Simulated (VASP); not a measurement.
# Se (P6_3/mmc) in VASP: relaxation of cell and atoms with PBE

Aim: the relaxation of cell and atoms of Se with PBE.

Program: VASP 6.6.1. These are calculated values, not measurements. Logs are shortened: lines on timing, memory, paths and dates and some standing lists are left out, and cuts for length are marked.

## 1. The cell of the first run

Symmetry: P6_3/mmc, No. 194, hexagonal system. Conventional cell: a = 3.618 Å, b = 3.618 Å, c = 3.833 Å, α = 90.00°, β = 90.00°, γ = 120.00°. Within 3.9 Å of Se (site symmetry -6m2) lie 14 Se at 2.83 to 3.83 Å.

This isn't the form of Se at room conditions, which is trigonal, of chains.

## 2. Relaxation of cell and atoms, PBE, target pressure 1.6 GPa, at which the enthalpy is minimised

Contents of INCAR:

```
SYSTEM = Se
ALGO     = Normal         ! electronic algorithm
EDIFF    = 1E-6           ! SCF threshold, eV
EDIFFG   = -0.005         ! ionic threshold
ENCUT    = 600            ! plane-wave cutoff, eV
GGA      = PE             ! functional
IBRION   = 2              ! ionic algorithm
ISIF     = 3              ! what is computed and relaxed
ISMEAR   = -1             ! smearing method
LASPH    = .TRUE.         ! aspherical terms in the spheres
LCHARG   = .FALSE.        ! write CHGCAR
LREAL    = .FALSE.        ! projectors in reciprocal space
LWAVE    = .FALSE.        ! write WAVECAR
NELM     = 80             ! most SCF steps
NSW      = 32             ! ionic steps
PREC     = Accurate       ! precision mode
PSTRESS  = 16.0         
SIGMA    = 0.1            ! smearing width, eV
```

Contents of KPOINTS:

```
k-points
0
G
  14 14 8
  0 0 0
```

Contents of POSCAR:

```
Se
1.0
    3.6178332791      0.0000000000      0.0000000000
   -1.8089166395      3.1331355264      0.0000000000
    0.0000000000      0.0000000000      3.8327876166
Se
2
Direct
    0.3333333333      0.6666666667      0.2500000000
    0.6666666667      0.3333333333      0.7500000000
```

Potentials or basis: VASP PAW PBE potentials, release 64 (Se).

Run with:

```sh
> cat potpaw_PBE.64/Se/POTCAR > POTCAR
> mpirun -np 1 vasp_std > vasp.out
```

OUTCAR:

```text
SYSTEM = Se
   EDIFF = 1E-6
   EDIFFG = -0.005
   ENCUT = 600
   GGA = PE
   IBRION = 2
   ISIF = 3
   ISMEAR = -1
   LASPH = .TRUE.
   LREAL = .FALSE.
   NELM = 80
   NSW = 32
   PREC = Accurate
   PSTRESS = 16.0

 ion  position               nearest neighbor table
   1  0.333  0.667  0.250-
   2  0.667  0.333  0.750-

  LATTYP: Found a hexagonal cell.
 ALAT       =     3.6178332791
 C/A-ratio  =     1.0594152137

  Lattice vectors:

 A1 = (   3.6178332791,   0.0000000000,   0.0000000000)
 A2 = (  -1.8089166395,   3.1331355264,   0.0000000000)
 A3 = (   0.0000000000,   0.0000000000,   3.8327876166)

Analysis of symmetry for initial positions (statically):
=====================================================================
 Subroutine PRICEL returns:
 Original cell was already a primitive cell.

 Routine SETGRP: Setting up the symmetry group for a
 hexagonal supercell.

 Subroutine GETGRP returns: Found 24 space group operations
 (whereof 12 operations were pure point group operations)
 out of a pool of 24 trial point group operations.

The static configuration has the point symmetry D_3d.
 The point group associated with its full space group is D_6h.

Analysis of symmetry for dynamics (positions and initial velocities):
=====================================================================
 Subroutine PRICEL returns:
 Original cell was already a primitive cell.

 Routine SETGRP: Setting up the symmetry group for a
 hexagonal supercell.

 Subroutine GETGRP returns: Found 24 space group operations
 (whereof 12 operations were pure point group operations)
 out of a pool of 24 trial point group operations.

The dynamic configuration has the point symmetry D_3d.
 The point group associated with its full space group is D_6h.

 Subroutine INISYM returns: Found 24 space group operations
 (whereof 12 operations are pure point group operations),
 and found     1 'primitive' translations

----------------------------------------------------------------------------------------

                                     Primitive cell

  volume of cell :      43.4453

  direct lattice vectors                    reciprocal lattice vectors
     3.617833279  0.000000000  0.000000000     0.276408536  0.159584543  0.000000000
    -1.808916640  3.133135526  0.000000000     0.000000000  0.319169085  0.000000000
     0.000000000  0.000000000  3.832787617     0.000000000  0.000000000  0.260906708

  length of vectors
     3.617833279  3.617833279  3.832787617     0.319169085  0.319169085  0.260906708

  position of ions in fractional coordinates (direct lattice)
     0.333333333  0.666666667  0.250000000
     0.666666667  0.333333333  0.750000000

  ion indices of the primitive-cell ions
   primitive index   ion index
                 1           1
                 2           2

----------------------------------------------------------------------------------------

 KPOINTS: k-points

Automatic generation of k-mesh.
 Grid dimensions read from file:
 generate k-points for:   14   14    8

 Generating k-lattice:

  Cartesian coordinates                     Fractional coordinates (reciprocal lattice)
     0.019743467  0.011398896  0.000000000     0.071428571  0.000000000  0.000000000
     0.000000000  0.022797792  0.000000000     0.000000000  0.071428571  0.000000000
     0.000000000  0.000000000  0.032613339     0.000000000  0.000000000  0.125000000

  Length of vectors
     0.022797792  0.022797792  0.032613339

  Shift w.r.t. Gamma in fractional coordinates (k-lattice)
     0.000000000  0.000000000  0.000000000

 Subroutine IBZKPT returns following result:
 ===========================================

 Found    120 irreducible k-points:

 Following reciprocal coordinates:
            Coordinates               Weight
  0.000000  0.000000  0.000000      1.000000
  0.071429  0.000000  0.000000      6.000000
  0.142857  0.000000  0.000000      6.000000
  0.214286 -0.000000  0.000000      6.000000
  0.285714  0.000000  0.000000      6.000000
  0.357143  0.000000  0.000000      6.000000
[... 16 lines left out ...]
  0.285714  0.285714  0.000000      6.000000
  0.357143  0.285714  0.000000      6.000000
 [... further k-points ...]
   k-points           NKPTS =    120   k-points in BZ     NKDIM =    120   number of bands    NBANDS=     10
   number of dos      NEDOS =    301   number of ions     NIONS =      2
   total plane-waves  NPLWV =  28800
   dimension x,y,z NGX =    30 NGY =   30 NGZ =   32
   dimension x,y,z NGXF=    60 NGYF=   60 NGZF=   64
   ions per type =               2
   NGX,Y,Z   is equivalent  to a cutoff of  13.79, 13.79, 13.88 a.u.
   NGXF,Y,Z  is equivalent  to a cutoff of  27.57, 27.57, 27.76 a.u.
 SYSTEM =  Se
   PREC   = accura    normal or accurate (medium, high low for compatibility)
   ISTART =      0    job   : 0-new  1-cont  2-samecut
   ICHARG =      2    charge: 1-file 2-atom 10-const
   ISPIN  =      1    spin polarized calculation?
   LNONCOLLINEAR =      F non collinear calculations
   LSORBIT =      F    spin-orbit coupling
   LASPH  =      T    aspherical Exc in radial PAW
   ENCUT  =  600.0 eV  44.10 Ry    6.64 a.u.   7.23  7.23  7.66*2*pi/ulx,y,z
   NELM   =     80;   NELMIN=  2; NELMDL= -5     # of ELM steps
   EDIFF  = 0.1E-05   stopping-criterion for ELM
   LREAL  =      F    real-space projection
   EDIFFG = -.5E-02   stopping-criterion for IOM
   NSW    =     32    number of steps for IOM
   IBRION =      2    ionic relax: 0-MD 1-quasi-New 2-CG
   NFREE  =      1    steps in history (QN), initial steepest desc. (CG)
   ISIF   =      3    stress and relaxation
   ISYM   =      2    0-nonsym 1-usesym 2-fastsym
   POTIM  = 0.5000    time-step for ionic-motion
   TEBEG  =    0.0;   TEEND  =   0.0 temperature during run
   PSTRESS=   16.0 pullay stress
   NELECT =      12.0000    total number of electrons
   NUPDOWN=      -1.0000    fix difference up-down
   EMIN   =  10.00;   EMAX   =-10.00  energy-range for DOS
   EFERMI =   0.00;   METHOD = LEGACY
   ISMEAR =    -1;   SIGMA  =   0.10  broadening in eV -4-tet -1-fermi 0-gaus
   EFERMI_NEDOS =   21; number of points for ismear=-14 and -15
   IALGO  =     38    algorithm
   IMIX   =      4    mixing-type and parameters
     AMIX     =   0.40;   BMIX     =  1.00
     AMIX_MAG =   1.60;   BMIX_MAG =  1.00
  volume/ion in A,a.u.               =      21.72       146.59
  Fermi-wavevector in a.u.,A,eV,Ry     =   1.066157  2.014744 15.465611  1.136690
  Thomas-Fermi vector in A             =   2.201732
   LORBIT       =      0    0 simple, 1 ext, 2 COOP (PROOUT), +10 PAW based schemes
   GGA     = PE    functional components
   LHFCALC =     F    Hartree Fock is set to
   AEXX    =    0.0000 exact exchange contribution
   IVDW    =     0    specifies the selected vdW correction
   LEPSILON=     F    determine dielectric tensor
   LRPA    =     F    only Hartree local field effects (RPA)
 conjugate gradient relaxation of ions
 non-spin polarized calculation
  energy-cutoff  :      600.00
  volume of cell :       43.45
 maximum number of plane-waves:      1468
 NGX is ok and might be reduce to    30
   NGX = 15   NGY = 15   NGZ = 15

 number of electron      12.0000001 magnetization

 Free energy of the ion-electron system (eV)
  ---------------------------------------------------
  ext. energy  EPLUGINS =         0.00000000
  ---------------------------------------------------
  free energy    TOTEN  =        -6.29780012 eV

  energy without entropy =       -6.26153105  energy(sigma->0) =       -6.27966559

 E-fermi :   4.9744     XC(G=0): -10.1532

 val. band max:        4.9697753434   @ k =   0.2143  -0.0000   0.0000
 cond. band min:       4.9804889598   @ k =   0.1429   0.0000   0.3750
 fundamental gap:      0.0107136164
 Fermi energy:         4.9744228044

 k-point     1 :       0.0000    0.0000    0.0000
  band No.  band energies     occupation
      1     -11.1607      2.00000
      2      -5.1949      2.00000
      3       0.0075      2.00000
      4       2.7389      2.00000
      5       2.7389      2.00000
      6       5.8749      0.00025
      7       5.8749      0.00025
      8       8.4977      0.00000
      9       9.1540      0.00000
     10      12.3307      0.00000

 k-point     2 :       0.0714    0.0000    0.0000
  band No.  band energies     occupation
      1     -11.1027      2.00000
      2      -5.2539      2.00000
      3       0.0698      2.00000
      4       2.5451      2.00000
      5       2.6100      2.00000
      6       5.7338      0.00101
      7       6.0128      0.00006
      8       8.3000      0.00000
      9       9.4016      0.00000
     10      12.5912      0.00000

 k-point     3 :       0.1429    0.0000    0.0000
  band No.  band energies     occupation
      1     -10.9308      2.00000
      2      -5.4365      2.00000
      3       0.2548      2.00000
      4       2.0885      2.00000
      5       2.3002      2.00000
      6       5.3821      0.03335
      7       6.3376      0.00000
      8       7.7652      0.00000
      9      10.0266      0.00000
     10      12.7781      0.00000

 k-point     4 :       0.2143   -0.0000    0.0000
  band No.  band energies     occupation
      1     -10.6513      2.00000
      2      -5.7527      2.00000
      3       0.5565      2.00000
      4       1.5850      2.00000
      5       1.9366      2.00000
      6       4.9698      1.02323
      7       6.6951      0.00000
      8       7.0174      0.00000
      9      10.5252      0.00000
     10      12.6562      0.00000
[... 222 lines left out ...]
 k-point    22 :       0.3571    0.2143    0.0000
  band No.  band energies     occupation
      1      -8.8784      2.00000
      2      -7.6977      2.00000
      3      -0.6899      2.00000
      4       2.5179      2.00000
      5       2.5549      2.00000
      6       3.9813      1.99990
      7       3.9907      1.99989
      8       6.5219      0.00000
      9      11.0575      0.00000
     10      12.2408      0.00000

 k-point    23 :       0.2857    0.2857    0.0000
  band No.  band energies     occupation
      1      -8.8275      2.00000
      2      -7.7315      2.00000
      3      -0.8338      2.00000
      4       2.5828      2.00000
      5       2.7475      2.00000
      6       3.9248      1.99994
      7       3.9390      1.99994
      8       6.3764      0.00000
      9      12.0480      0.00000
     10      12.1738      0.00000

 k-point    24 :       0.3571    0.2857    0.0000
  band No.  band energies     occupation
      1      -8.5119      2.00000
      2      -8.0470      2.00000
      3      -0.9677      2.00000
      4       2.9521      2.00000
      5       3.0674      2.00000
      6       3.5265      2.00000
      7       3.6409      2.00000
      8       6.3183      0.00000
      9      11.8929      0.00000
     10      12.2937      0.00000

 [... further k-points ...]
[... 5 lines left out ...]
  --------------------------------------------------------------------------------------
  -------------------------------------------------------------------------------------
  Total        0.4406080      0.4406080      0.4430000      0.0000000     -0.0000000      0.0000000
  in kB       16.2487712     16.2487712     16.3369809      0.0000000     -0.0000000      0.0000000
  external PRESSURE =       0.2781745 kB  Pullay stress =      16.0000000 kB

 VOLUME and BASIS-vectors are now :
 -----------------------------------------------------------------------------
  energy-cutoff  :      600.00
  volume of cell :       43.45
      direct lattice vectors                 reciprocal lattice vectors
     3.617833279  0.000000000  0.000000000     0.276408536  0.159584543  0.000000000
    -1.808916640  3.133135526  0.000000000     0.000000000  0.319169085  0.000000000
     0.000000000  0.000000000  3.832787617     0.000000000  0.000000000  0.260906708

 POSITION                                       TOTAL-FORCE (eV/Angst)
 -----------------------------------------------------------------------------------
     -0.00000      2.08876      0.95820         0.000000     -0.000000      0.000000
      1.80892      1.04438      2.87459        -0.000000      0.000000      0.000000
 -----------------------------------------------------------------------------------
    total drift:                               -0.000000      0.000000      0.000000

  FREE ENERGIE OF THE ION-ELECTRON SYSTEM (eV)
  ---------------------------------------------------
  free  energy   TOTEN  =        -6.2978001190 eV

  energy  without entropy=       -6.2615310513  energy(sigma->0) =       -6.27966559

  enthalpy is  TOTEN    =        -5.8639378478 eV   P V=        0.4338622712

 reached required accuracy - stopping structural energy minimisation
```

Run time: 60 s. Hardware: 1 thread of Intel Xeon 8259CL, shared host; peak memory 0.21 GiB.

What came out:

| Property | Result |
| --- | --- |
| Free energy | -6.2978 eV |
| Pressure after relaxing | 1.6 GPa |
| Band gap on the k mesh | zero (bands 6 and 7 overlap by 2.23 eV) |

Final structure:
```yaml
crystal:
  lattice:
    - [3.61783, 0.00000, 0.00000]
    - [-1.80892, 3.13314, 0.00000]
    - [0.00000, 0.00000, 3.83279]
  atoms:
    - { symbol: Se, position: [0.33333, 0.66667, 0.25000] }
    - { symbol: Se, position: [0.66667, 0.33333, 0.75000] }
```

Caveat: the cell is relaxed towards a set pressure, so the run minimises the enthalpy, not the energy.
